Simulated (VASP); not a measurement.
## ZnO: single point with PBEsol

The system is ZnO.

```
CELL_PARAMETERS angstrom
3.41187 0.00000 0.00000
-1.70593 2.95476 0.00000
0.00000 0.00000 5.07371
ATOMIC_POSITIONS crystal
Zn 0.33333 0.66667 0.00000
Zn 0.66667 0.33333 0.50000
O 0.33333 0.66667 0.38210
O 0.66667 0.33333 0.88210
```

This cell differs from its parent crystal: strain +0.050 along x and y, -0.025 along z.

- Program: VASP 6.6.1
- Task: single point
- Functional: PBEsol
- Potentials or basis: VASP PAW PBE potentials, release 64 (Zn, O)
- Cutoff: 520 eV
- k mesh: 9 × 9 × 6
- Occupations: gaussian, width 0.05 eV
- Spin: no spin polarisation
- Dipole correction: no
- Further INCAR settings: ALGO = Normal; EDIFF = 1e-06; NBANDS = 26

| Quantity | Value |
| --- | --- |
| Pressure | -8.4 GPa |
| Largest force | 0.512 eV/Å |
| Band gap on the k mesh | 0.59 eV, direct |

Forces on the atoms (eV/Å):
```
Zn   0.000  0.000 -0.512
Zn   0.000  0.000 -0.512
O    0.000  0.000  0.512
O    0.000  0.000  0.512
```

Stress tensor (GPa, compression positive):
```
-13.10   0.00   0.00
  0.00 -13.10   0.00
  0.00   0.00   0.87
```

Levels at points of the mesh, in eV from the valence-band top:
| k point | band 15 | band 16 | band 17 | band 18 | band 19 | band 20 | band 21 | band 22 |
| --- | --- | --- | --- | --- | --- | --- | --- | --- |
| (0.00, 0.00, 0.00) | -0.95 | -0.05 | -0.05 | 0.00 | 0.59 | 4.63 | 8.55 | 11.76 |
| (0.00, 0.00, 0.50) | -0.49 | -0.49 | -0.49 | -0.49 | 3.30 | 3.30 | 10.25 | 10.25 |

Run time: 97 s on 1 thread of Intel(R) Xeon(R) Platinum 8488C (Sapphire Rapids), on a shared host, peak memory 0.2 GiB.

Caveat: the cell differs from its parent crystal (strain +0.050 along x and y, -0.025 along z); the PAW data sets were made with another functional, which shifts forces and pressure a little.
